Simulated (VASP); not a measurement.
Here is a VASP 6.6.1 calculation.

File INCAR:

```
  PREC = Accurate
  ENCUT = 520
  EDIFF = 1E-6
  ISMEAR = -1
  SIGMA = 0.08
  LREAL = False
  LASPH = True
  NELM = 150
  ALGO = Normal
  ISIF = 2
  LWAVE = False
  LCHARG = False
  ISPIN = 2
  MAGMOM = 0.1
  LORBIT = 11
  NUPDOWN = 0.1
  LMAXMIX = 4
  NBANDS = 16
```

Contents of KPOINTS:

```
Automatic mesh
0
Gamma
  15 15 15
```

POSCAR

```
V
1.0
   -1.5143500000      1.5143500000      1.5143500000
    1.5143500000     -1.5143500000      1.5143500000
    1.5143500000      1.5143500000     -1.5143500000
V
1
Direct
    0.0000000000      0.0000000000      0.0000000000
```

Potentials or basis: VASP PAW LDA potentials, release 64 (V_sv).

Launch:

```sh
$ cat potpaw_LDA.64/V_sv/POTCAR > POTCAR
$ mpirun -np 1 vasp_std > vasp.out
```

(1) Estimate the pressure.

Answers

(1) -17.3 GPa.

Caveat: the total moment is fixed, so each spin has its own Fermi level.
